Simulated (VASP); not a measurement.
# AlRe4S8 (F-43m) in VASP: single point with r2SCAN

Aim: the single point of AlRe4S8 with r2SCAN.

Everything below comes from runs of VASP 6.6.1. Logs are shortened: lines on timing, memory, paths and dates and some standing lists are left out, and cuts for length are marked.

## 1. The cell of the first run

Symmetry: F-43m, No. 216, cubic system. The conventional cell has a = 9.606 Å, b = 9.606 Å, c = 9.606 Å, α = 90.00°, β = 90.00°, γ = 90.00°. Al (site symmetry -43m) has 4 S at 2.22 Å within 2.9 Å. Within 3.2 Å of S (site symmetry 3m) lie 3 Re at 2.32 Å and 3 S at 3.14 Å. S (site symmetry 3m) has 1 Al at 2.22 Å and 3 Re at 2.57 Å within 2.9 Å. Re (site symmetry 3m) has 6 S at 2.32 to 2.57 Å and 3 Re at 2.79 Å within 3.1 Å.

## 2. Single point, r2SCAN

File POSCAR:

```
AlRe4S8
1.0
    0.0000000000      4.8030850000      4.8030850000
    4.8030850000      0.0000000000      4.8030850000
    4.8030850000      4.8030850000      0.0000000000
Al S Re
1 8 4
Direct
    0.0000000000      0.0000000000      0.0000000000
    0.6345000000      0.6345000000      0.6345000000
    0.0965000000      0.6345000000      0.6345000000
    0.6345000000      0.6345000000      0.0965000000
    0.6345000000      0.0965000000      0.6345000000
    0.1337000000      0.1337000000      0.1337000000
    0.5989000000      0.1337000000      0.1337000000
    0.1337000000      0.1337000000      0.5989000000
    0.1337000000      0.5989000000      0.1337000000
    0.3972000000      0.3972000000      0.3972000000
    0.8084000000      0.3972000000      0.3972000000
    0.3972000000      0.3972000000      0.8084000000
    0.3972000000      0.8084000000      0.3972000000
```

File INCAR.step1:

```
SYSTEM = AlRe4S8
ALGO = Normal
EDIFF = 1E-4
ENCUT = 520
GGA = PE
ISMEAR = -1
LASPH = .TRUE.
LCHARG = .FALSE.
LREAL = .FALSE.
LWAVE = .TRUE.
NBANDS = 52
NELM = 60
PREC = Accurate
SIGMA = 0.1
```

File INCAR.step2:

```
SYSTEM = AlRe4S8
ALGO = Normal
EDIFF = 1E-6
ENCUT = 520
ISIF = 2
ISMEAR = -1
ISTART = 1
LASPH = .TRUE.
LCHARG = .FALSE.
LMIXTAU = .TRUE.
LREAL = .FALSE.
LWAVE = .FALSE.
METAGGA = R2SCAN
NBANDS = 52
NELM = 60
PREC = Accurate
SIGMA = 0.1
```

File KPOINTS:

```
k-points
0
G
  6 6 6
  0 0 0
```

Potentials or basis: VASP PAW PBE potentials, release 64 (Al, S, Re).

Run with:

```bash
cat potpaw_PBE.64/Al/POTCAR potpaw_PBE.64/S/POTCAR potpaw_PBE.64/Re/POTCAR > POTCAR
cp INCAR.step1 INCAR
mpirun -np 1 vasp_std > vasp.out
cp INCAR.step2 INCAR
mpirun -np 1 vasp_std > vasp.out
```

OUTCAR:

```text
SYSTEM = AlRe4S8
   EDIFF = 1E-6
   ENCUT = 520
   ISIF = 2
   ISMEAR = -1
   ISTART = 1
   LASPH = .TRUE.
   LREAL = .FALSE.
   METAGGA = R2SCAN
   NELM = 60
   PREC = Accurate

 ion  position               nearest neighbor table
   1  0.000  0.000  0.000-   6 2.22   7 2.22   8 2.22   9 2.22
   2  0.635  0.635  0.635-  11 2.32  12 2.32  13 2.32
   3  0.096  0.635  0.635-  12 2.32  13 2.32  10 2.32
   4  0.635  0.635  0.096-  11 2.32  13 2.32  10 2.32
   5  0.635  0.096  0.635-  11 2.32  12 2.32  10 2.32
   6  0.134  0.134  0.134-   1 2.22  12 2.57  11 2.57  13 2.57
   7  0.599  0.134  0.134-   1 2.22  13 2.57  12 2.57  10 2.57
   8  0.134  0.134  0.599-   1 2.22  10 2.57  11 2.57  13 2.57
   9  0.134  0.599  0.134-   1 2.22  11 2.57  10 2.57  12 2.57
  10  0.397  0.397  0.397-   3 2.32   4 2.32   5 2.32   8 2.57   7 2.57   9 2.57  11 2.79  12 2.79
                            13 2.79
  11  0.808  0.397  0.397-   4 2.32   5 2.32   2 2.32   9 2.57   8 2.57   6 2.57  10 2.79  12 2.79
                            13 2.79
  12  0.397  0.397  0.808-   3 2.32   5 2.32   2 2.32   6 2.57   7 2.57   9 2.57  10 2.79  11 2.79
                            13 2.79
  13  0.397  0.808  0.397-   3 2.32   4 2.32   2 2.32   7 2.57   6 2.57   8 2.57  10 2.79  11 2.79
                            12 2.79

  LATTYP: Found a face centered cubic cell.
 ALAT       =     9.6061700000

  Lattice vectors:

 A1 = (   0.0000000000,   4.8030850000,   4.8030850000)
 A2 = (   4.8030850000,   0.0000000000,   4.8030850000)
 A3 = (   4.8030850000,   4.8030850000,   0.0000000000)

Analysis of symmetry for initial positions (statically):
=====================================================================
 Subroutine PRICEL returns:
 Original cell was already a primitive cell.

 Routine SETGRP: Setting up the symmetry group for a
 face centered cubic supercell.

 Subroutine GETGRP returns: Found 24 space group operations
 (whereof 24 operations were pure point group operations)
 out of a pool of 48 trial point group operations.

The static configuration has the point symmetry T_d .

Analysis of symmetry for dynamics (positions and initial velocities):
=====================================================================
 Subroutine PRICEL returns:
 Original cell was already a primitive cell.

 Routine SETGRP: Setting up the symmetry group for a
 face centered cubic supercell.

 Subroutine GETGRP returns: Found 24 space group operations
 (whereof 24 operations were pure point group operations)
 out of a pool of 48 trial point group operations.

The dynamic configuration has the point symmetry T_d .

 Subroutine INISYM returns: Found 24 space group operations
 (whereof 24 operations are pure point group operations),
 and found     1 'primitive' translations

----------------------------------------------------------------------------------------

                                     Primitive cell

  volume of cell :     221.6107

  direct lattice vectors                    reciprocal lattice vectors
     0.000000000  4.803085000  4.803085000    -0.104099761  0.104099761  0.104099761
     4.803085000  0.000000000  4.803085000     0.104099761 -0.104099761  0.104099761
     4.803085000  4.803085000  0.000000000     0.104099761  0.104099761 -0.104099761

  length of vectors
     6.792587948  6.792587948  6.792587948     0.180306075  0.180306075  0.180306075

  position of ions in fractional coordinates (direct lattice)
     0.000000000  0.000000000  0.000000000
     0.634500000  0.634500000  0.634500000
     0.096500000  0.634500000  0.634500000
     0.634500000  0.634500000  0.096500000
     0.634500000  0.096500000  0.634500000
     0.133700000  0.133700000  0.133700000
     0.598900000  0.133700000  0.133700000
     0.133700000  0.133700000  0.598900000
     0.133700000  0.598900000  0.133700000
     0.397200000  0.397200000  0.397200000
     0.808400000  0.397200000  0.397200000
     0.397200000  0.397200000  0.808400000
     0.397200000  0.808400000  0.397200000

  ion indices of the primitive-cell ions
   primitive index   ion index
                 1           1
                 2           2
                 3           3
                 4           4
                 5           5
                 6           6
                 7           7
                 8           8
                 9           9
                10          10
                11          11
                12          12
                13          13

----------------------------------------------------------------------------------------

 KPOINTS: k-points

Automatic generation of k-mesh.
 Grid dimensions read from file:
 generate k-points for:    6    6    6

 Generating k-lattice:

  Cartesian coordinates                     Fractional coordinates (reciprocal lattice)
    -0.017349960  0.017349960  0.017349960     0.166666667  0.000000000  0.000000000
     0.017349960 -0.017349960  0.017349960     0.000000000  0.166666667  0.000000000
     0.017349960  0.017349960 -0.017349960     0.000000000  0.000000000  0.166666667

  Length of vectors
     0.030051012  0.030051012  0.030051012

  Shift w.r.t. Gamma in fractional coordinates (k-lattice)
     0.000000000  0.000000000  0.000000000

 Subroutine IBZKPT returns following result:
 ===========================================

 Found     16 irreducible k-points:

 Following reciprocal coordinates:
            Coordinates               Weight
  0.000000  0.000000  0.000000      1.000000
  0.166667  0.000000  0.000000      8.000000
  0.333333  0.000000  0.000000      8.000000
  0.500000  0.000000  0.000000      4.000000
  0.166667  0.166667  0.000000      6.000000
  0.333333  0.166667  0.000000     24.000000
[... 8 lines left out ...]
 -0.333333  0.333333  0.166667     24.000000
 -0.333333  0.500000  0.166667     12.000000
   k-points           NKPTS =     16   k-points in BZ     NKDIM =     16   number of bands    NBANDS=     52
   number of dos      NEDOS =    301   number of ions     NIONS =     13
   total plane-waves  NPLWV = 157464
   dimension x,y,z NGX =    54 NGY =   54 NGZ =   54
   dimension x,y,z NGXF=   108 NGYF=  108 NGZF=  108
   ions per type =               1   8   4
   NGX,Y,Z   is equivalent  to a cutoff of  13.22, 13.22, 13.22 a.u.
   NGXF,Y,Z  is equivalent  to a cutoff of  26.43, 26.43, 26.43 a.u.
 SYSTEM =  AlRe4S8
   PREC   = accura    normal or accurate (medium, high low for compatibility)
   ISTART =      1    job   : 0-new  1-cont  2-samecut
   ICHARG =      0    charge: 1-file 2-atom 10-const
   ISPIN  =      1    spin polarized calculation?
   LNONCOLLINEAR =      F non collinear calculations
   LSORBIT =      F    spin-orbit coupling
   LASPH  =      T    aspherical Exc in radial PAW
   ENCUT  =  520.0 eV  38.22 Ry    6.18 a.u.  12.63 12.63 12.63*2*pi/ulx,y,z
   NELM   =     60;   NELMIN=  2; NELMDL=  0     # of ELM steps
   EDIFF  = 0.1E-05   stopping-criterion for ELM
   LREAL  =      F    real-space projection
   EDIFFG = 0.1E-04   stopping-criterion for IOM
   NSW    =      0    number of steps for IOM
   IBRION =     -1    ionic relax: 0-MD 1-quasi-New 2-CG
   NFREE  =      0    steps in history (QN), initial steepest desc. (CG)
   ISIF   =      2    stress and relaxation
   ISYM   =      2    0-nonsym 1-usesym 2-fastsym
   POTIM  = 0.5000    time-step for ionic-motion
   TEBEG  =    0.0;   TEEND  =   0.0 temperature during run
   PSTRESS=    0.0 pullay stress
   NELECT =      79.0000    total number of electrons
   NUPDOWN=      -1.0000    fix difference up-down
   EMIN   =  10.00;   EMAX   =-10.00  energy-range for DOS
   EFERMI =   0.00;   METHOD = LEGACY
   ISMEAR =    -1;   SIGMA  =   0.10  broadening in eV -4-tet -1-fermi 0-gaus
   EFERMI_NEDOS =   21; number of points for ismear=-14 and -15
   IALGO  =     38    algorithm
   IMIX   =      4    mixing-type and parameters
     AMIX     =   0.40;   BMIX     =  1.00
     AMIX_MAG =   1.60;   BMIX_MAG =  1.00
  volume/ion in A,a.u.               =      17.05       115.04
  Fermi-wavevector in a.u.,A,eV,Ry     =   1.160790  2.193575 18.332939  1.347433
  Thomas-Fermi vector in A             =   2.297369
   LORBIT       =      0    0 simple, 1 ext, 2 COOP (PROOUT), +10 PAW based schemes
   METAGGA = R2SCAN    functional components
   LHFCALC =     F    Hartree Fock is set to
   AEXX    =    0.0000 exact exchange contribution
   IVDW    =     0    specifies the selected vdW correction
   LEPSILON=     F    determine dielectric tensor
   LRPA    =     F    only Hartree local field effects (RPA)
 non-spin polarized calculation
  energy-cutoff  :      520.00
  volume of cell :      221.61
 maximum number of plane-waves:      6002
 NGX is ok and might be reduce to    54
   NGX = 25   NGY = 25   NGZ = 25

 number of electron      78.9999999 magnetization

 Free energy of the ion-electron system (eV)
  ---------------------------------------------------
  ext. energy  EPLUGINS =         0.00000000
  ---------------------------------------------------
  free energy    TOTEN  =      -287.34565452 eV

  energy without entropy =     -286.98201399  energy(sigma->0) =     -287.16383425

 E-fermi :   8.0075     XC(G=0): -11.6624

 val. band max:        7.9627448003   @ k =  -0.3333   0.5000   0.1667
 cond. band min:       8.0086865935   @ k =  -0.3333   0.5000   0.1667
 fundamental gap:      0.0459417932
 Fermi energy:         8.0074896763

 k-point     1 :       0.0000    0.0000    0.0000
  band No.  band energies     occupation
      1      -9.6105      2.00000
      2      -7.6709      2.00000
      3      -7.6709      2.00000
      4      -7.6709      2.00000
      5      -7.5769      2.00000
      6      -7.1845      2.00000
[... 43 lines left out ...]
     50       9.6845      0.00000
     51      10.4271      0.00000
[... 808 lines left out ...]
     50      10.0551      0.00000
     51      10.5093      0.00000
 [bands above 51 left out]

------------------------ aborting loop because EDIFF is reached ----------------------------------------

  FORCE on cell =-STRESS in cart. coord.  units (eV):
  Direction    XX          YY          ZZ          XY          YZ          ZX
  --------------------------------------------------------------------------------------
  -------------------------------------------------------------------------------------
  Total        4.6438080      4.6438080      4.6438080      0.0000000      0.0000000      0.0000000
  in kB       33.5732993     33.5732993     33.5732993      0.0000000      0.0000000      0.0000000
  external PRESSURE =      33.5732993 kB  Pullay stress =       0.0000000 kB

 VOLUME and BASIS-vectors are now :
 -----------------------------------------------------------------------------
  energy-cutoff  :      520.00
  volume of cell :      221.61
      direct lattice vectors                 reciprocal lattice vectors
     0.000000000  4.803085000  4.803085000    -0.104099761  0.104099761  0.104099761
     4.803085000  0.000000000  4.803085000     0.104099761 -0.104099761  0.104099761
     4.803085000  4.803085000  0.000000000     0.104099761  0.104099761 -0.104099761

 POSITION                                       TOTAL-FORCE (eV/Angst)
 -----------------------------------------------------------------------------------
      0.00000      0.00000      0.00000         0.000000      0.000000      0.000000
      6.09511      6.09511      6.09511        -0.056056     -0.056056     -0.056056
      6.09511      3.51106      3.51106        -0.056056      0.056056      0.056056
      3.51106      3.51106      6.09511         0.056056      0.056056     -0.056056
      3.51106      6.09511      3.51106         0.056056     -0.056056      0.056056
      1.28434      1.28434      1.28434         0.499722      0.499722      0.499722
      1.28434      3.51874      3.51874         0.499722     -0.499722     -0.499722
      3.51874      3.51874      1.28434        -0.499722     -0.499722      0.499722
      3.51874      1.28434      3.51874        -0.499722      0.499722     -0.499722
      3.81557      3.81557      3.81557         0.089978      0.089978      0.089978
      3.81557      5.79060      5.79060         0.089978     -0.089978     -0.089978
      5.79060      5.79060      3.81557        -0.089978     -0.089978      0.089978
      5.79060      3.81557      5.79060        -0.089978      0.089978     -0.089978
 -----------------------------------------------------------------------------------
    total drift:                                0.000003      0.000003      0.000003

  FREE ENERGIE OF THE ION-ELECTRON SYSTEM (eV)
  ---------------------------------------------------
  free  energy   TOTEN  =      -287.3456545164 eV

  energy  without entropy=     -286.9820139882  energy(sigma->0) =     -287.16383425
```

Wall time 10 min (1 thread of AMD EPYC 9R45 (Zen 5), shared host); peak memory 0.48 GiB.

Results:

| Property | Result |
| --- | --- |
| Free energy | -287.3457 eV |
| Pressure | 3.4 GPa |
| Largest force | 0.866 eV/Å |
| Band gap on the k mesh | zero (an odd number of electrons rules out a gap without spin polarisation) |

Forces on the atoms (eV/Å):
```
Al   0.000  0.000  0.000
S   -0.056 -0.056 -0.056
S   -0.056  0.056  0.056
S    0.056  0.056 -0.056
S    0.056 -0.056  0.056
S    0.500  0.500  0.500
S    0.500 -0.500 -0.500
S   -0.500 -0.500  0.500
S   -0.500  0.500 -0.500
Re   0.090  0.090  0.090
Re   0.090 -0.090 -0.090
Re  -0.090 -0.090  0.090
Re  -0.090  0.090 -0.090
```

Levels at points of the mesh, in eV from the Fermi level:
| k point | band 37 | band 38 | band 39 | band 40 | band 41 | band 42 |
| --- | --- | --- | --- | --- | --- | --- |
| (0.00, 0.00, 0.00) | -2.45 | -2.45 | 0.31 | 0.31 | 0.31 | 0.40 |
| (0.50, 0.00, 0.00) | -2.39 | -2.34 | 0.02 | 0.13 | 0.13 | 0.40 |
| (0.50, 0.50, 0.00) | -2.09 | -2.09 | -0.54 | -0.16 | -0.16 | 0.39 |

Caveat: the cell stands under pressure; the PAW data sets were made with another functional, which shifts forces and pressure a little; spin-orbit coupling is left out, which moves the levels of the heavy elements; an odd number of electrons without spin polarisation forces a metal; a magnetic or distorted state may lie lower.

The gap in the log of VASP goes by the Fermi energy; the results here count the filled bands.